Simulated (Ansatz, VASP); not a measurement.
AlN: VASP beside Ansatz

The input INCAR:

```
PREC     = Accurate       # precision mode
ENCUT    = 600            # plane-wave cutoff, eV
EDIFF    = 1E-6           # SCF threshold, eV
ISMEAR   = 0              # smearing method
SIGMA    = 0.05           # smearing width, eV
LREAL    = F              # projectors in reciprocal space
LASPH    = T              # aspherical terms in the spheres
NELM     = 120            # most SCF steps
ALGO     = Normal         # electronic algorithm
ISIF     = 2              # what is computed and relaxed
LWAVE    = F              # write WAVECAR
LCHARG   = T              # write CHGCAR
GGA      = CA             # functional
LELF     = T              # ELF
LVHAR    = T            
NBANDS   = 16             # bands
GGA_COMPAT= F
```

File KPOINTS:

```
Automatic mesh
0
Gamma
  9 9 6
```

File POSCAR:

```
AlN
1.0
    3.2127522696      0.0000000000      0.0000000000
   -1.6063761348      2.7823250815      0.0000000000
    0.0000000000      0.0000000000      4.0619361100
Al N
2 2
Direct
    0.3333333333      0.6666666667      0.7500000000
    0.6666666667      0.3333333333      0.2500000000
    0.3333333333      0.6666666667      0.2500000000
    0.6666666667      0.3333333333      0.7500000000
```

Input for Ansatz:

```yaml
crystal:
  lattice:
    - [3.2127522696, 0.0, 0.0]
    - [-1.6063761348, 2.7823250815, 0.0]
    - [0.0, 0.0, 4.06193611]
  atoms:
    - { symbol: Al, position: [0.3333333333, 0.6666666667, 0.75] }
    - { symbol: Al, position: [0.6666666667, 0.3333333333, 0.25] }
    - { symbol: "N", position: [0.3333333333, 0.6666666667, 0.25] }
    - { symbol: "N", position: [0.6666666667, 0.3333333333, 0.75] }
basis:
  ecutwfc: 420
kpoints:
  mp_grid: { grid: [9, 9, 6] }
hamiltonian:
  xc: lda
scf:
  occupations: { method: gaussian, width: 0.05 }
output:
  forces: true
  stress: true
  eigenvalues: true
```

Change from the starting cell: strain -0.030 along x and y, -0.030 along z, atoms carried along.

Alike in both runs: task single point; functional LDA; k mesh 9 × 9 × 6; occupations gaussian, width 0.05 eV; no spin polarisation.

|  | VASP | Ansatz |
| --- | --- | --- |
| version | VASP 6.6.1 | Ansatz 0.2.0 |
| potentials or method | VASP PAW LDA potentials, release 64 (Al, N), cutoff 600 eV | scalar-relativistic, plane waves, PAW |
| valence electrons in the cell | 16 | 16 |

Ansatz gave:

| Item | Value |
| --- | --- |
| gap on the k mesh at the Fermi level (eV) | 3.96 |
| least direct gap on the mesh (eV) | 3.96 |
| pressure (GPa) | 12.4 |
| traceless stress, the component that is largest in VASP (GPa) | -3.10 |

Estimate VASP's values.

gap on the k mesh at the Fermi level (eV): 3.96; least direct gap on the mesh (eV): 3.96; pressure (GPa): 13.0; traceless stress, the component that is largest in VASP (GPa): -3.42.

LDA's correlation is that of Perdew and Zunger in VASP and of Perdew and Wang (1992) in Ansatz.
